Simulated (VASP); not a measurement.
CdS, 2 atoms in the cell. It takes space group Fm-3m (No. 225, cubic). The conventional cell has a = 5.454 Å, b = 5.454 Å, c = 5.454 Å, α = 90.00°, β = 90.00°, γ = 90.00°. Within 3.6 Å of Cd (site symmetry m-3m) lie 6 S at 2.73 Å. S (site symmetry m-3m) has 6 Cd at 2.73 Å within 3.6 Å. 

* Program: VASP 6.6.1
* Task: single point
* Functional: PBE
* Potentials or basis: VASP PAW PBE potentials, release 64 (Cd, S)
* Cutoff: 500 eV
* k mesh: 6 × 6 × 6
* Occupations: gaussian, width 0.01 eV
* Spin: no spin polarisation
* Dipole correction: no
* Further INCAR settings: ALGO = Normal; EDIFF = 1e-06; NBANDS = 16

Potentials or basis: VASP PAW PBE potentials, release 64 (Cd, S).

Run with:

```sh
$ cat potpaw_PBE.64/Cd/POTCAR potpaw_PBE.64/S/POTCAR > POTCAR
$ mpirun -np 1 vasp_std > vasp.out
```

Hardware: 1 thread of Intel(R) Xeon(R) Platinum 8559C (Emerald Rapids) (shared host).

Task: How long does it take, and how much memory?

Result: Run time: 8 s on 1 thread of Intel(R) Xeon(R) Platinum 8559C (Emerald Rapids), with other jobs on the host, peak memory 0.15 GiB. Counts: scf iterations 13, k points 16.
